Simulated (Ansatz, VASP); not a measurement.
# One calculation of TePb, two programs

File POSCAR:

```
TePb
1.0
    0.0000000000      3.6414940692      3.6414940692
    3.6414940692      0.0000000000      3.6414940692
    3.6414940692      3.6414940692      0.0000000000
Pb Te
1 1
Direct
    0.0000000000      0.0000000000      0.0000000000
    0.2500000000      0.2500000000      0.2500000000
```

The input INCAR.step1:

```
PREC = Accurate
ENCUT = 520
EDIFF = 1E-5
ISMEAR = 0
SIGMA = 0.01
LREAL = F
LASPH = T
NELM = 100
ALGO = Normal
ISIF = 2
LWAVE = T
LCHARG = F
NBANDS = 17
GGA = PE
```

Contents of INCAR.step2:

```
PREC = Accurate
ENCUT = 520
EDIFF = 1E-6
ISMEAR = 0
SIGMA = 0.01
LREAL = F
LASPH = T
NELM = 100
ALGO = Normal
ISIF = 2
LWAVE = F
LCHARG = F
GGA = PE
LHFCALC = T
AEXX = 0.35
HFSCREEN = 0.1
PRECFOCK = Normal
NBANDS = 17
ISTART = 1
```

File KPOINTS:

```
Automatic mesh
0
Gamma
  4 4 4
```

Input for Ansatz:

```yaml
crystal:
  lattice:
    - [0.0, 3.6414940692, 3.6414940692]
    - [3.6414940692, 0.0, 3.6414940692]
    - [3.6414940692, 3.6414940692, 0.0]
  atoms:
    - { symbol: Pb, position: [0.0, 0.0, 0.0] }
    - { symbol: Te, position: [0.25, 0.25, 0.25] }
kpoints:
  mp_grid: { grid: [4, 4, 4] }
hamiltonian:
  xc: { exchange: pbe, correlation: pbe, exx: { coeff: 0.35, omega: 0.1 } }
scf:
  occupations: { method: fixed }
  n_extra_bands: 4
output:
  forces: true
  stress: true
  eigenvalues: true
```

Alike in both runs: task single point; functional PBE-based screened hybrid; k mesh 4 × 4 × 4; no spin polarisation.

|  | VASP | Ansatz |
| --- | --- | --- |
| version | VASP 6.6.1 | Ansatz 0.2.0 |
| potentials or method | VASP PAW PBE potentials, release 64 (Pb_d, Te) | plane waves |
| plane-wave cutoff (eV) | 520 | 420 |
| occupations | gaussian, width 0.01 eV | fixed |
| valence electrons in the cell | 20 | 30 |

```csv
,VASP,Ansatz,Ansatz less VASP
gap on the k mesh at the Fermi level (eV),1.50,1.50,0.000
pressure (GPa),-0.4,-0.2,+0.23
```

VASP's potentials were made for PBE, not for PBE-based screened hybrid. VASP's potentials hold 20 valence electrons a cell and Ansatz's 30, so a difference there can come from the potentials and not from the codes. Ansatz's warnings: stress exchange threshold loose, stress scf threshold loose.

Neither program's run includes spin-orbit coupling.
